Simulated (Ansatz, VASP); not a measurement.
**LiSi2C2: VASP beside Ansatz**

```xyz
5
Lattice="4.0942 -1.9766 0.0000 4.0942 1.9766 0.0000 -1.7876 0.0000 4.2122" Properties=species:S:1:pos:R:3 pbc="T T T"
Li    6.3076    0.0000    0.0455
Si    2.2336    0.0000    3.0058
Si    4.2098    0.0000    1.5741
C     4.2660   -1.2930    0.1867
C     4.2660    1.2930    0.1867
```

Alike in both runs: task relaxation of cell and atoms; functional PBE; k mesh 6 × 6 × 4; occupations gaussian, width 0.1 eV; no spin polarisation.

```csv
,VASP,Ansatz
version,VASP 6.6.1,Ansatz 0.2.0
potentials or method,"VASP PAW PBE potentials, release 64 (Li_sv, Si, C), cutoff 600 eV","scalar-relativistic, plane waves, PAW"
valence electrons in the cell,19,19
```

Ansatz gave:

```
gap on the k mesh at the Fermi level, each at its own relaxed structure (eV) : none
relaxed volume (Å³/atom)                                                     : 13.67
relaxed cell length with the largest relative difference (Å)                 : 4.585
```

Q: Estimate VASP's values.

A: gap on the k mesh at the Fermi level, each at its own relaxed structure (eV): none; relaxed volume (Å³/atom): 13.62; relaxed cell length with the largest relative difference (Å): 4.580.

A gap of «none» marks a metal or a gap that the smearing closes.

The k mesh is coarse, so the values compare programs but aren't converged. Noted on VASP's run: the cutoff is short for stress, so the pressure is rough.
